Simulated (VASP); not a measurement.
# Mg (Fm-3m) in VASP: notebook, part 2 of 2

VASP 6.6.1.

## Step 3: Electric field gradients, LDA (22.16 Å³/atom)

This run uses another cell than the first one, of 22.16 Å³/atom.

INCAR reads:

```
SYSTEM = Mg
ALGO = Normal
EDIFF = 1E-8
ENCUT = 520
ISIF = 2
ISMEAR = -1
LASPH = .TRUE.
LCHARG = .FALSE.
LEFG = .TRUE.
LREAL = .FALSE.
LWAVE = .FALSE.
NBANDS = 7
NELM = 60
PREC = Accurate
SIGMA = 0.03
```

KPOINTS reads:

```
k-points
0
G
  16 16 16
  0 0 0
```

POSCAR reads:

```
Mg
1.0
    0.0000000000      2.2291934254      2.2291934254
    2.2291934254      0.0000000000      2.2291934254
    2.2291934254      2.2291934254      0.0000000000
Mg
1
Direct
    0.0000000000      0.0000000000      0.0000000000
```

Potentials or basis: VASP PAW LDA potentials, release 64 (Mg).

Started as:

```bash
$ cat potpaw_LDA.64/Mg/POTCAR > POTCAR
$ mpirun -np 1 vasp_std > vasp.out
```

OUTCAR:

```text
SYSTEM = Mg
   EDIFF = 1E-8
   ENCUT = 520
   ISIF = 2
   ISMEAR = -1
   LASPH = .TRUE.
   LREAL = .FALSE.
   NELM = 60
   PREC = Accurate

 ion  position               nearest neighbor table
   1  0.000  0.000  0.000-

  LATTYP: Found a face centered cubic cell.
 ALAT       =     4.4583868508

  Lattice vectors:

 A1 = (   0.0000000000,   2.2291934254,   2.2291934254)
 A2 = (   2.2291934254,   0.0000000000,   2.2291934254)
 A3 = (   2.2291934254,   2.2291934254,   0.0000000000)

Analysis of symmetry for initial positions (statically):
=====================================================================
 Subroutine PRICEL returns:
 Original cell was already a primitive cell.

 Routine SETGRP: Setting up the symmetry group for a
 face centered cubic supercell.

 Subroutine GETGRP returns: Found 48 space group operations
 (whereof 48 operations were pure point group operations)
 out of a pool of 48 trial point group operations.

The static configuration has the point symmetry O_h .

Analysis of symmetry for dynamics (positions and initial velocities):
=====================================================================
 Subroutine PRICEL returns:
 Original cell was already a primitive cell.

 Routine SETGRP: Setting up the symmetry group for a
 face centered cubic supercell.

 Subroutine GETGRP returns: Found 48 space group operations
 (whereof 48 operations were pure point group operations)
 out of a pool of 48 trial point group operations.

The dynamic configuration has the point symmetry O_h .

 Subroutine INISYM returns: Found 48 space group operations
[... 143 lines left out ...]

 val. band max:        2.5879769225   @ k =  -0.3750   0.1875   0.0625
 cond. band min:       2.6344263273   @ k =  -0.3750   0.4375   0.1250
 fundamental gap:      0.0464494049
 Fermi energy:         2.6282901049

 k-point     1 :       0.0000    0.0000    0.0000
  band No.  band energies     occupation
      1      -4.4179      2.00000
      2      15.1672      0.00000
      3      15.1672      0.00000
      4      15.1672      0.00000
      5      17.1570      0.00000
      6      17.1570      0.00000
      7      17.1570      0.00000
[... 221 lines left out ...]
 k-point    24 :      -0.0625    0.0625    0.0000
  band No.  band energies     occupation
      1      -4.1812      2.00000
      2      12.8443      0.00000
      3      13.6575      0.00000
      4      15.3969      0.00000
      5      17.3258      0.00000
      6      17.5772      0.00000
      7      18.1529      0.00000

 [... further k-points ...]
[... 5 lines left out ...]
  --------------------------------------------------------------------------------------
  -------------------------------------------------------------------------------------
  Total       -0.1322510     -0.1322510     -0.1322510     -0.0000000      0.0000000     -0.0000000
  in kB       -9.5639277     -9.5639277     -9.5639277     -0.0000000      0.0000000     -0.0000000
  external PRESSURE =      -9.5639277 kB  Pullay stress =       0.0000000 kB

 VOLUME and BASIS-vectors are now :
 -----------------------------------------------------------------------------
  energy-cutoff  :      520.00
  volume of cell :       22.16
      direct lattice vectors                 reciprocal lattice vectors
     0.000000000  2.229193425  2.229193425    -0.224296373  0.224296373  0.224296373
     2.229193425  0.000000000  2.229193425     0.224296373 -0.224296373  0.224296373
     2.229193425  2.229193425  0.000000000     0.224296373  0.224296373 -0.224296373

 POSITION                                       TOTAL-FORCE (eV/Angst)
 -----------------------------------------------------------------------------------
      0.00000      0.00000      0.00000         0.000000     -0.000000     -0.000000
 -----------------------------------------------------------------------------------
    total drift:                               -0.000000      0.000000     -0.000000

  FREE ENERGIE OF THE ION-ELECTRON SYSTEM (eV)
  ---------------------------------------------------
  free  energy   TOTEN  =        -1.7936550426 eV

  energy  without entropy=       -1.7918871063  energy(sigma->0) =       -1.79277107

 Electric field gradients (V/A^2)
---------------------------------------------------------------------
 ion       V_xx      V_yy      V_zz      V_xy      V_xz      V_yz
---------------------------------------------------------------------
   1      -0.000    -0.000     0.000     0.000     0.000     0.000
---------------------------------------------------------------------

 Electric field gradients after diagonalization (V/A^2)
 (convention: |V_zz| > |V_xx| > |V_yy|)
----------------------------------------------------------------------
 ion       V_xx      V_yy      V_zz     asymmetry (V_yy - V_xx)/ V_zz
----------------------------------------------------------------------
   1      -0.000    -0.000     0.000       0.000
----------------------------------------------------------------------

           NMR quadrupolar parameters

 Cq : quadrupolar parameter    Cq=e*Q*V_zz/h
 eta: asymmetry parameters     (V_yy - V_xx)/ V_zz
 Q  : nuclear electric quadrupole moment in mb (millibarn)
----------------------------------------------------------------------
 ion       Cq(MHz)       eta       Q (mb)
----------------------------------------------------------------------
   1       0.000       0.000       1.000
----------------------------------------------------------------------
```

It took 8.7 s on 1 thread of Intel Xeon Platinum 8259CL at 2.50GHz (Skylake/Cascade Lake), shared host; peak memory 0.14 GiB.

What came out:

```
Free energy                             : -1.7937 eV
Pressure                                : -1.0 GPa
Band gap on the k mesh                  : zero (bands 1 and 2 overlap by 2.79 eV)
Largest electric field gradient by atom : zero within the noise of the run
```

## Step 4: Electric field gradients, LDA (22.16 Å³/atom)

This run uses another cell than the first one, of 22.16 Å³/atom.

INCAR reads:

```
SYSTEM = Mg
ALGO = Normal
EDIFF = 1E-8
ENCUT = 520
GGA = CA
ISIF = 2
ISMEAR = -1
LASPH = .True.
LCHARG = .False.
LEFG = .True.
LREAL = .False.
LWAVE = .False.
NBANDS = 7
NELM = 80
PREC = Accurate
SIGMA = 0.03
```

KPOINTS reads:

```
k-points
0
Gamma
  16 16 16
  0 0 0
```

POSCAR is that of step 3.

Potentials or basis: VASP PAW LDA potentials, release 64 (Mg).

Started as:

```bash
$ cat potpaw_LDA.64/Mg/POTCAR > POTCAR
$ mpirun -np 1 vasp_std > vasp.out
```

OUTCAR:

```text
SYSTEM = Mg
   EDIFF = 1E-8
   ENCUT = 520
   GGA = CA
   ISIF = 2
   ISMEAR = -1
   LASPH = .True.
   LREAL = .False.
   NELM = 80
   PREC = Accurate

 ion  position               nearest neighbor table
   1  0.000  0.000  0.000-

  LATTYP: Found a face centered cubic cell.
 ALAT       =     4.4583868508

  Lattice vectors:

 A1 = (   0.0000000000,   2.2291934254,   2.2291934254)
 A2 = (   2.2291934254,   0.0000000000,   2.2291934254)
 A3 = (   2.2291934254,   2.2291934254,   0.0000000000)

Analysis of symmetry for initial positions (statically):
=====================================================================
 Subroutine PRICEL returns:
 Original cell was already a primitive cell.

 Routine SETGRP: Setting up the symmetry group for a
 face centered cubic supercell.

 Subroutine GETGRP returns: Found 48 space group operations
 (whereof 48 operations were pure point group operations)
 out of a pool of 48 trial point group operations.

The static configuration has the point symmetry O_h .

Analysis of symmetry for dynamics (positions and initial velocities):
=====================================================================
 Subroutine PRICEL returns:
 Original cell was already a primitive cell.

 Routine SETGRP: Setting up the symmetry group for a
 face centered cubic supercell.

 Subroutine GETGRP returns: Found 48 space group operations
 (whereof 48 operations were pure point group operations)
 out of a pool of 48 trial point group operations.

The dynamic configuration has the point symmetry O_h .

 Subroutine INISYM returns: Found 48 space group operations
 (whereof 48 operations are pure point group operations),
 and found     1 'primitive' translations

----------------------------------------------------------------------------------------

                                     Primitive cell

  volume of cell :      22.1551

  direct lattice vectors                    reciprocal lattice vectors
     0.000000000  2.229193425  2.229193425    -0.224296373  0.224296373  0.224296373
     2.229193425  0.000000000  2.229193425     0.224296373 -0.224296373  0.224296373
     2.229193425  2.229193425  0.000000000     0.224296373  0.224296373 -0.224296373

  length of vectors
     3.152555575  3.152555575  3.152555575     0.388492714  0.388492714  0.388492714

  position of ions in fractional coordinates (direct lattice)
     0.000000000  0.000000000  0.000000000

  ion indices of the primitive-cell ions
   primitive index   ion index
                 1           1

----------------------------------------------------------------------------------------

 KPOINTS: k-points

Automatic generation of k-mesh.
 Grid dimensions read from file:
 generate k-points for:   16   16   16

 Generating k-lattice:
[... 58 lines left out ...]
   LSORBIT =      F    spin-orbit coupling
   LASPH  =      T    aspherical Exc in radial PAW
   ENCUT  =  520.0 eV  38.22 Ry    6.18 a.u.   5.86  5.86  5.86*2*pi/ulx,y,z
   NELM   =     80;   NELMIN=  2; NELMDL= -5     # of ELM steps
   EDIFF  = 0.1E-07   stopping-criterion for ELM
   LREAL  =      F    real-space projection
   EDIFFG = 0.1E-06   stopping-criterion for IOM
   NSW    =      0    number of steps for IOM
   IBRION =     -1    ionic relax: 0-MD 1-quasi-New 2-CG
   NFREE  =      0    steps in history (QN), initial steepest desc. (CG)
   ISIF   =      2    stress and relaxation
   ISYM   =      2    0-nonsym 1-usesym 2-fastsym
   POTIM  = 0.5000    time-step for ionic-motion
   TEBEG  =    0.0;   TEEND  =   0.0 temperature during run
   PSTRESS=    0.0 pullay stress
   NELECT =       2.0000    total number of electrons
   NUPDOWN=      -1.0000    fix difference up-down
   EMIN   =  10.00;   EMAX   =-10.00  energy-range for DOS
   EFERMI =   0.00;   METHOD = LEGACY
   ISMEAR =    -1;   SIGMA  =   0.03  broadening in eV -4-tet -1-fermi 0-gaus
   EFERMI_NEDOS =   21; number of points for ismear=-14 and -15
   IALGO  =     38    algorithm
   IMIX   =      4    mixing-type and parameters
     AMIX     =   0.40;   BMIX     =  1.00
     AMIX_MAG =   1.60;   BMIX_MAG =  1.00
  volume/ion in A,a.u.               =      22.16       149.51
  Fermi-wavevector in a.u.,A,eV,Ry     =   0.734391  1.387797  7.338023  0.539329
  Thomas-Fermi vector in A             =   1.827332
   LORBIT       =      0    0 simple, 1 ext, 2 COOP (PROOUT), +10 PAW based schemes
   GGA     = CA    functional components
   LHFCALC =     F    Hartree Fock is set to
   AEXX    =    0.0000 exact exchange contribution
   IVDW    =     0    specifies the selected vdW correction
   LEPSILON=     F    determine dielectric tensor
   LRPA    =     F    only Hartree local field effects (RPA)
 non-spin polarized calculation
  energy-cutoff  :      520.00
  volume of cell :       22.16
 maximum number of plane-waves:       609
   NGX = 11   NGY = 11   NGZ = 11

 number of electron       2.0000000 magnetization

 Free energy of the ion-electron system (eV)
  ---------------------------------------------------
  ext. energy  EPLUGINS =         0.00000000
  ---------------------------------------------------
  free energy    TOTEN  =        -1.79365504 eV

  energy without entropy =       -1.79188711  energy(sigma->0) =       -1.79277107

 E-fermi :   2.6283     XC(G=0):  -8.7954

 val. band max:        2.5879769225   @ k =  -0.3750   0.1875   0.0625
 cond. band min:       2.6344263273   @ k =  -0.3750   0.4375   0.1250
 fundamental gap:      0.0464494049
 Fermi energy:         2.6282901049

 k-point     1 :       0.0000    0.0000    0.0000
  band No.  band energies     occupation
      1      -4.4179      2.00000
      2      15.1672      0.00000
      3      15.1672      0.00000
      4      15.1672      0.00000
      5      17.1570      0.00000
      6      17.1570      0.00000
      7      17.1570      0.00000
[... 221 lines left out ...]
 k-point    24 :      -0.0625    0.0625    0.0000
  band No.  band energies     occupation
      1      -4.1812      2.00000
      2      12.8443      0.00000
      3      13.6575      0.00000
      4      15.3969      0.00000
      5      17.3258      0.00000
      6      17.5772      0.00000
      7      18.1529      0.00000

 [... further k-points ...]
[... 5 lines left out ...]
  --------------------------------------------------------------------------------------
  -------------------------------------------------------------------------------------
  Total       -0.1322510     -0.1322510     -0.1322510     -0.0000000      0.0000000     -0.0000000
  in kB       -9.5639277     -9.5639277     -9.5639277     -0.0000000      0.0000000     -0.0000000
  external PRESSURE =      -9.5639277 kB  Pullay stress =       0.0000000 kB

 VOLUME and BASIS-vectors are now :
 -----------------------------------------------------------------------------
  energy-cutoff  :      520.00
  volume of cell :       22.16
      direct lattice vectors                 reciprocal lattice vectors
     0.000000000  2.229193425  2.229193425    -0.224296373  0.224296373  0.224296373
     2.229193425  0.000000000  2.229193425     0.224296373 -0.224296373  0.224296373
     2.229193425  2.229193425  0.000000000     0.224296373  0.224296373 -0.224296373

 POSITION                                       TOTAL-FORCE (eV/Angst)
 -----------------------------------------------------------------------------------
      0.00000      0.00000      0.00000         0.000000     -0.000000     -0.000000
 -----------------------------------------------------------------------------------
    total drift:                               -0.000000      0.000000     -0.000000

  FREE ENERGIE OF THE ION-ELECTRON SYSTEM (eV)
  ---------------------------------------------------
  free  energy   TOTEN  =        -1.7936550426 eV

  energy  without entropy=       -1.7918871063  energy(sigma->0) =       -1.79277107

 Electric field gradients (V/A^2)
---------------------------------------------------------------------
 ion       V_xx      V_yy      V_zz      V_xy      V_xz      V_yz
---------------------------------------------------------------------
   1      -0.000    -0.000     0.000     0.000     0.000     0.000
---------------------------------------------------------------------

 Electric field gradients after diagonalization (V/A^2)
 (convention: |V_zz| > |V_xx| > |V_yy|)
----------------------------------------------------------------------
 ion       V_xx      V_yy      V_zz     asymmetry (V_yy - V_xx)/ V_zz
----------------------------------------------------------------------
   1      -0.000    -0.000     0.000       0.000
----------------------------------------------------------------------

           NMR quadrupolar parameters

 Cq : quadrupolar parameter    Cq=e*Q*V_zz/h
 eta: asymmetry parameters     (V_yy - V_xx)/ V_zz
 Q  : nuclear electric quadrupole moment in mb (millibarn)
----------------------------------------------------------------------
 ion       Cq(MHz)       eta       Q (mb)
----------------------------------------------------------------------
   1       0.000       0.000       1.000
----------------------------------------------------------------------
```

stdout:

```text
POSCAR found type information on POSCAR Mg
 POSCAR found :  1 types and       1 ions
 scaLAPACK will be used
 LDA part: xc-table for (Slater(with rela. corr.)+CA(PZ))
 , standard interpolation
 POSCAR, INCAR and KPOINTS ok, starting setup
 FFT: planning ... GRIDC
 FFT: planning ... GRID_SOFT
 FFT: planning ... GRID
 WAVECAR not read
 entering main loop
ion   1
```

Run time: 8.9 s. Hardware: 1 thread of Intel Xeon Platinum 8259CL at 2.50GHz (Skylake/Cascade Lake), shared host; peak memory 0.14 GiB.

What came out:

- Free energy: -1.7937 eV
- Pressure: -1.0 GPa
- Band gap on the k mesh: zero (bands 1 and 2 overlap by 2.79 eV)
- Largest electric field gradient by atom: zero within the noise of the run
